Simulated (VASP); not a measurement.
# TaVN2 (P4/mmm) in VASP: settings compared, part 2 of 2

VASP 6.6.1. The steps go on from the part before.

### Step 3. Single point, LDA, collinear spin, ferromagnetic start

This run uses another cell than the first one, of 10.59 Å³/atom.

File INCAR:

```
PREC     = Accurate       # precision mode
ENCUT    = 520            # plane-wave cutoff, eV
EDIFF    = 1E-6           # SCF threshold, eV
ISMEAR   = -1             # smearing method
SIGMA    = 0.05           # smearing width, eV
LREAL    = F              # projectors in reciprocal space
LASPH    = T              # aspherical terms in the spheres
NELM     = 150            # most SCF steps
ALGO     = Normal         # electronic algorithm
ISIF     = 2              # what is computed and relaxed
LWAVE    = F              # write WAVECAR
LCHARG   = T              # write CHGCAR
ISPIN    = 2              # spin polarisation
MAGMOM   = 0 2 0 0        # initial moments
LORBIT   = 11             # projections on sites
LMAXMIX  = 4              # l up to which the mixer works
LELF     = T              # ELF
LVHAR    = T            
NBANDS   = 29             # bands
```

File KPOINTS:

```
regular mesh
0
Gamma
  9 9 6
```

File POSCAR:

```
TaVN2
1.0
    3.1096834999      0.0000000000      0.0000000000
    0.0000000000      3.1096834999      0.0000000000
    0.0000000000      0.0000000000      4.3803199011
Ta V N
1 1 2
Direct
    0.0000000000      0.0000000000      0.0000000000
    0.5000000000      0.5000000000      0.5000000000
    0.5000000000      0.5000000000      0.0000000000
    0.0000000000      0.0000000000      0.5000000000
```

Potentials or basis: VASP PAW LDA potentials, release 64 (Ta_pv, V_sv, N).

Started as:

```bash
$ cat potpaw_LDA.64/Ta_pv/POTCAR potpaw_LDA.64/V_sv/POTCAR potpaw_LDA.64/N/POTCAR > POTCAR
$ mpirun -np 1 vasp_std > vasp.out
```

OUTCAR:

```text
PREC = Accurate
   ENCUT = 520
   EDIFF = 1E-6
   ISMEAR = -1
   LREAL = F
   LASPH = T
   NELM = 150
   ISIF = 2
   ISPIN = 2
   LORBIT = 11

 ion  position               nearest neighbor table
   1  0.000  0.000  0.000-   4 2.19   4 2.19   3 2.20   3 2.20   3 2.20   3 2.20   2 3.10   2 3.10
                             2 3.10   2 3.10   2 3.10   2 3.10   2 3.10   2 3.10
   2  0.500  0.500  0.500-   3 2.19   3 2.19   4 2.20   4 2.20   4 2.20   4 2.20   1 3.10   1 3.10
                             1 3.10   1 3.10   1 3.10   1 3.10   1 3.10   1 3.10
   3  0.500  0.500  0.000-   2 2.19   2 2.19   1 2.20   1 2.20   1 2.20   1 2.20
   4  0.000  0.000  0.500-   1 2.19   1 2.19   2 2.20   2 2.20   2 2.20   2 2.20

  LATTYP: Found a simple tetragonal cell.
 ALAT       =     3.1096834999
 C/A-ratio  =     1.4086063425

[... 1768 lines left out ...]
     0.000000000  0.000000000  4.380319901     0.000000000  0.000000000  0.228293828

 POSITION                                       TOTAL-FORCE (eV/Angst)
 -----------------------------------------------------------------------------------
      0.00000      0.00000      0.00000         0.000000      0.000000      0.000000
      1.55484      1.55484      2.19016         0.000000      0.000000      0.000000
      1.55484      1.55484      0.00000         0.000000      0.000000      0.000000
      0.00000      0.00000      2.19016         0.000000      0.000000      0.000000
 -----------------------------------------------------------------------------------
    total drift:                                0.000000     -0.000000     -0.000000

  FREE ENERGIE OF THE ION-ELECTRON SYSTEM (eV)
  ---------------------------------------------------
  free  energy   TOTEN  =       -45.1870355899 eV

  energy  without entropy=      -45.1593275606  energy(sigma->0) =      -45.17318158

 total charge

# of ion       s       p       d       tot
------------------------------------------
    1        0.282   6.228   2.332   8.842
    2        2.192   6.184   3.095  11.471
    3        1.216   2.471   0.000   3.686
    4        1.218   2.424   0.000   3.642
--------------------------------------------------
tot          4.908  17.307   5.427  27.642

 magnetization (x)

# of ion       s       p       d       tot
------------------------------------------
    1        0.000   0.000  -0.000  -0.000
    2        0.000   0.000   0.000   0.000
    3        0.000   0.000   0.000   0.000
    4        0.000   0.000   0.000   0.000
--------------------------------------------------
tot          0.000   0.000   0.000   0.000
```

It took 2.8 min on 1 thread of Intel Xeon 8259CL, shared host; peak memory 0.24 GiB.

What came out:

```yaml
Free_energy: -45.1870 eV
Pressure: -32.5 GPa
Band_gap_on_the_k_mesh: zero (filled and empty bands overlap)
Net_moment: 0.00 μB per cell
Valence_electrons_inside_the_program's_atomic_spheres: Ta 8.84; V 11.47; N 3.69, 3.64
```

Stress tensor (GPa, compression positive):
```
-31.58   0.00   0.00
  0.00 -31.58   0.00
  0.00   0.00 -34.22
```

Caveat: the cell stands under tension; the moments typed at the start vanished in this run; spin-orbit coupling is left out, which moves the levels of the heavy elements.

### Step 4. Single point, r2SCAN, collinear spin, ferromagnetic start

This run uses another cell than the first one, of 9.99 Å³/atom.

File POSCAR:

```
TaVN2
1.0
    3.0498670000      0.0000000000      0.0000000000
    0.0000000000      3.0498670000      0.0000000000
    0.0000000000      0.0000000000      4.2960620000
Ta V N
1 1 2
Direct
    0.0000000000      0.0000000000      0.0000000000
    0.5000000000      0.5000000000      0.5000000000
    0.5000000000      0.5000000000      0.0000000000
    0.0000000000      0.0000000000      0.5000000000
```

File INCAR.step1:

```
SYSTEM = TaVN2
PREC = Accurate ; ENCUT = 520
ISMEAR = -1 ; SIGMA = 0.05
LREAL = .False. ; LASPH = .True.
NELM = 150 ; ISPIN = 2
MAGMOM = 0 2 0 0 ; LMAXMIX = 4
NBANDS = 29 ; GGA = PE
ALGO = Normal ; EDIFF = 1E-4
LWAVE = .True. ; LCHARG = .False.
```

File INCAR.step2:

```
SYSTEM = TaVN2
PREC = Accurate ; ENCUT = 520
EDIFF = 1E-6 ; ISMEAR = -1
SIGMA = 0.05 ; LREAL = .False.
LASPH = .True. ; NELM = 150
ALGO = Normal ; ISIF = 2
LWAVE = .False. ; LCHARG = .False.
ISPIN = 2 ; MAGMOM = 0 2 0 0
LORBIT = 11 ; LMAXMIX = 4
METAGGA = R2SCAN ; LMIXTAU = .True.
NBANDS = 29 ; ISTART = 1
```

File KPOINTS:

```
Automatic mesh
0
Gamma
  9 9 6
  0 0 0
```

Potentials or basis: VASP PAW PBE potentials, release 64 (Ta_pv, V_sv, N).

Started as:

```bash
$ cat potpaw_PBE.64/Ta_pv/POTCAR potpaw_PBE.64/V_sv/POTCAR potpaw_PBE.64/N/POTCAR > POTCAR
$ cp INCAR.step1 INCAR
$ mpirun -np 1 vasp_std > vasp.out
$ cp INCAR.step2 INCAR
$ mpirun -np 1 vasp_std > vasp.out
```

OUTCAR:

```text
SYSTEM = TaVN2
   PREC = Accurate
   ENCUT = 520
   EDIFF = 1E-6
   ISMEAR = -1
   LREAL = .False.
   LASPH = .True.
   NELM = 150
   ISIF = 2
   ISPIN = 2
   LORBIT = 11
   METAGGA = R2SCAN
   ISTART = 1

 ion  position               nearest neighbor table
   1  0.000  0.000  0.000-   4 2.15   4 2.15   3 2.16   3 2.16   3 2.16   3 2.16   2 3.04   2 3.04
                             2 3.04   2 3.04   2 3.04   2 3.04   2 3.04   2 3.04
   2  0.500  0.500  0.500-   3 2.15   3 2.15   4 2.16   4 2.16   4 2.16   4 2.16   1 3.04   1 3.04
                             1 3.04   1 3.04   1 3.04   1 3.04   1 3.04   1 3.04
   3  0.500  0.500  0.000-   2 2.15   2 2.15   1 2.16   1 2.16   1 2.16   1 2.16
   4  0.000  0.000  0.500-   1 2.15   1 2.15   2 2.16   2 2.16   2 2.16   2 2.16

[... 1770 lines left out ...]
     0.000000000  0.000000000  4.296062000     0.000000000  0.000000000  0.232771315

 POSITION                                       TOTAL-FORCE (eV/Angst)
 -----------------------------------------------------------------------------------
      0.00000      0.00000      0.00000         0.000000      0.000000      0.000000
      1.52493      1.52493      2.14803         0.000000      0.000000      0.000000
      1.52493      1.52493      0.00000         0.000000      0.000000      0.000000
      0.00000      0.00000      2.14803         0.000000      0.000000      0.000000
 -----------------------------------------------------------------------------------
    total drift:                                0.000000     -0.000000     -0.000000

  FREE ENERGIE OF THE ION-ELECTRON SYSTEM (eV)
  ---------------------------------------------------
  free  energy   TOTEN  =       -85.7281585546 eV

  energy  without entropy=      -85.7115871463  energy(sigma->0) =      -85.71987285

 total charge

# of ion       s       p       d       tot
------------------------------------------
    1        0.311   6.266   2.364   8.941
    2        2.190   6.205   3.165  11.560
    3        1.245   2.580   0.000   3.825
    4        1.242   2.548   0.000   3.791
--------------------------------------------------
tot          4.987  17.600   5.530  28.117

 magnetization (x)

# of ion       s       p       d       tot
------------------------------------------
    1        0.002  -0.004  -0.116  -0.118
    2        0.016   0.012   1.851   1.878
    3        0.001   0.026   0.000   0.028
    4        0.002   0.038   0.000   0.040
--------------------------------------------------
tot          0.021   0.072   1.735   1.828
```

OUTCAR.step1:

```text
SYSTEM = TaVN2
   PREC = Accurate
   ENCUT = 520
   ISMEAR = -1
   LREAL = .False.
   LASPH = .True.
[... 1788 lines left out ...]
      1.52493      1.52493      2.14803         0.000000      0.000000      0.000000
      1.52493      1.52493      0.00000         0.000000      0.000000      0.000000
      0.00000      0.00000      2.14803         0.000000      0.000000      0.000000
 -----------------------------------------------------------------------------------
    total drift:                                0.000000     -0.000000     -0.000000

  FREE ENERGIE OF THE ION-ELECTRON SYSTEM (eV)
  ---------------------------------------------------
  free  energy   TOTEN  =       -41.2667037626 eV

  energy  without entropy=      -41.2466211394  energy(sigma->0) =      -41.25666245
```

Run time: 6.7 min. Hardware: 1 thread of Intel Xeon 8259CL, shared host; peak memory 0.26 GiB.

What came out:

```yaml
Free_energy: -85.7282 eV
Pressure: 2.5 GPa
Net_moment: 1.95 μB per cell
Site_moments: Ta -0.12; V +1.88; N +0.03, +0.04 μB
Valence_electrons_inside_the_program's_atomic_spheres: Ta 8.94; V 11.56; N 3.83, 3.79
```

Stress tensor (GPa, compression positive):
```
3.33 0.00 0.00
0.00 3.33 0.00
0.00 0.00 0.79
```

Caveat: the PAW data sets were made with another functional, which shifts forces and pressure a little; spin-orbit coupling is left out, which moves the levels of the heavy elements. With open d or f shells a metallic result of r2SCAN can be an artefact of self-interaction; +U or a hybrid may open a gap.

### Step 5. Overview

| level | potentials or basis | cell | gap on the mesh (eV) | pressure (GPa) | moment (μB) |
| --- | --- | --- | --- | --- | --- |
| LDA | VASP PAW LDA potentials, release 64 (Ta_pv, V_sv, N) | a = 3.090, b = 3.090, c = 4.353 Å, 4 atoms | none | -28.2 | 0.04 |
| LDA | VASP PAW LDA potentials, release 64 (Ta_pv, V_sv, N) | a = 3.110, b = 3.110, c = 4.380 Å, 4 atoms | none | -32.5 | 0.00 |
| r2SCAN | VASP PAW PBE potentials, release 64 (Ta_pv, V_sv, N) | a = 3.050, b = 3.050, c = 4.296 Å, 4 atoms | none | 2.5 | 1.95 |

Alike in all rows: task single point; spin collinear, ferromagnetic start; k mesh 9 × 9 × 6; cutoff (eV) 520; smearing fermi-dirac 0.05 eV.

Caveats: spin-orbit coupling is left out, which moves the levels of the heavy elements; the cell stands under tension (at least some runs); the moments typed at the start vanished in this run (at least some runs); the PAW data sets were made with another functional, which shifts forces and pressure a little (at least some runs).

Absolute energies hang on the potentials; compare differences alone.
